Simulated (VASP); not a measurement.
Wanted: the native input for a VASP 6.6.1 run.

| Item | Value |
| --- | --- |
| Task | single point |
| Functional | r2SCAN |
| Potentials or basis | VASP PAW PBE potentials, release 64 (Ca_sv, O) |
| Cutoff | 520 eV |
| k mesh | 10 × 10 × 10 |
| Occupations | gaussian, width 0.01 eV |
| Spin | no spin polarisation |
| Dipole correction | no |
| Further INCAR settings | ALGO = Normal; EDIFF = 1e-07; NBANDS = 15 |

The system is CaO.

```
Ca O
1.0
     0.00000    2.43351    2.37965
     2.43351    0.00000    2.37965
     2.43351    2.43351    0.00000
Ca O
1 1
Direct
  0.00000 0.00000 0.00000
  0.50000 0.50000 0.50000
```

This cell differs from its parent crystal: epitaxial xy strain +1.5%.

One way to write it, as run:

POSCAR

```
CaO
1.0
    0.0000000000      2.4335133706      2.3796511456
    2.4335133706      0.0000000000      2.3796511456
    2.4335133706      2.4335133706      0.0000000000
Ca O
1 1
Direct
    0.0000000000      0.0000000000      0.0000000000
    0.5000000000      0.5000000000      0.5000000000
```

INCAR.step1

```
SYSTEM = CaO
PREC = Accurate
ENCUT = 520
ISMEAR = 0
SIGMA = 0.01
LREAL = .False.
LASPH = .True.
NELM = 100
NBANDS = 15
GGA = PE
ALGO = Normal
EDIFF = 1E-4
LWAVE = .True.
LCHARG = .False.
```

INCAR.step2

```
SYSTEM = CaO
PREC = Accurate
ENCUT = 520
EDIFF = 1E-7
ISMEAR = 0
SIGMA = 0.01
LREAL = .False.
LASPH = .True.
NELM = 100
ALGO = Normal
ISIF = 2
LWAVE = .False.
LCHARG = .False.
METAGGA = R2SCAN
LMIXTAU = .True.
NBANDS = 15
ISTART = 1
```

KPOINTS

```
regular mesh
0
Gamma
  10 10 10
  0 0 0
```

Potentials or basis: VASP PAW PBE potentials, release 64 (Ca_sv, O).

Run with:

```console
$ cat potpaw_PBE.64/Ca_sv/POTCAR potpaw_PBE.64/O/POTCAR > POTCAR
$ cp INCAR.step1 INCAR
$ mpirun -np 1 vasp_std > vasp.out
$ cp INCAR.step2 INCAR
$ mpirun -np 1 vasp_std > vasp.out
```

It gave:

```json
{
  "Pressure": "-1.4 GPa",
  "Band gap on the k mesh": "4.11 eV, indirect (least direct gap 4.55 eV)"
}
```

Caveat: the cell differs from its parent crystal (epitaxial xy strain +1.5%); the PAW data sets were made with another functional, which shifts forces and pressure a little.

Run time: 4.9 min on 1 thread of AMD EPYC 7R43 64-Core Processor (Zen 3), with other jobs on the host, peak memory 0.16 GiB.
